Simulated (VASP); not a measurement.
A run of VASP 6.6.1:

File POSCAR:

```
CdSe
1.0
    4.3000000000      0.0000000000      0.0000000000
   -2.1500000000      3.7239092363      0.0000000000
    0.0000000000      0.0000000000      7.0200000000
Cd Se
2 2
Direct
    0.3333333333      0.6666666667      0.0000000000
    0.6666666667      0.3333333333      0.5000000000
    0.3333333333      0.6666666667      0.3850000000
    0.6666666667      0.3333333333      0.8850000000
```

The input INCAR.step1:

```
PREC = Accurate
ENCUT = 520
ISMEAR = -1
SIGMA = 0.01
LREAL = F
LASPH = T
NELM = 100
GGA = PE
ALGO = Normal
EDIFF = 1E-4
LWAVE = T
LCHARG = F
KPAR = 4
```

INCAR.step2

```
PREC = Accurate
ENCUT = 520
EDIFF = 1E-6
ISMEAR = -1
SIGMA = 0.01
LREAL = F
LASPH = T
NELM = 100
ALGO = Normal
ISIF = 2
LWAVE = F
LCHARG = F
METAGGA = R2SCAN
LMIXTAU = T
IBRION = 2
NSW = 80
EDIFFG = -0.02
ISTART = 1
KPAR = 4
```

The input KPOINTS:

```
Automatic mesh
0
Gamma
  9 9 5
```

Potentials or basis: VASP PAW PBE potentials, release 64 (Cd, Se).

Launch:

```sh
$ cat potpaw_PBE.64/Cd/POTCAR potpaw_PBE.64/Se/POTCAR > POTCAR
$ cp INCAR.step1 INCAR
$ mpirun -np 4 vasp_std > vasp.out
$ cp INCAR.step2 INCAR
$ mpirun -np 4 vasp_std > vasp.out
```

Hardware: 4 MPI ranks on Intel(R) Xeon(R) Platinum 8375C CPU @ 2.90GHz (Ice Lake) (shared host).

Problem. How long does it take, and how much memory?

Solution. Run time: 2.4 min on 4 MPI ranks on Intel(R) Xeon(R) Platinum 8375C CPU @ 2.90GHz (Ice Lake) (shared host), peak memory 0.29 GiB a rank. Counts: k points 36, ion steps 3.
